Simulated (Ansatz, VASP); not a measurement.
Two plane-wave programs on Ag

```
Ag
1.0
     2.86695    0.00000    0.00000
     0.00000    4.05448    0.00000
     0.00000    0.00000   20.30040
Ag
4
Direct
  0.25000 0.25000 0.39907
  0.75000 0.75000 0.46163
  0.25000 0.25000 0.53837
  0.75000 0.75000 0.60093
```

Alike in both runs: task single point; functional PBEsol; k mesh 14 × 10 × 1; occupations fermi-dirac, width 0.05 eV; no spin polarisation.

|  | VASP | Ansatz |
| --- | --- | --- |
| version | VASP 6.6.1 | Ansatz 0.2.0 |
| potentials or method | VASP PAW PBE potentials, release 64 (Ag) | PAW with Ansatz's default frozen-core files, scalar-relativistic |
| plane-wave cutoff (eV) | 520 | 420 |
| valence electrons in the cell | 44 | 76 |

```csv
,VASP,Ansatz,Ansatz less VASP
rms of the force components (eV/Å),0.004,0.000,-0.0037
```

VASP's potentials were made for PBE, not for PBEsol. Atom by atom the forces differ by 0.004 eV/Å (rms over components). VASP's potentials hold 44 valence electrons a cell and Ansatz's 76, so a difference there can come from the potentials and not from the codes. Ansatz's warnings: xc potential rough in thin density.
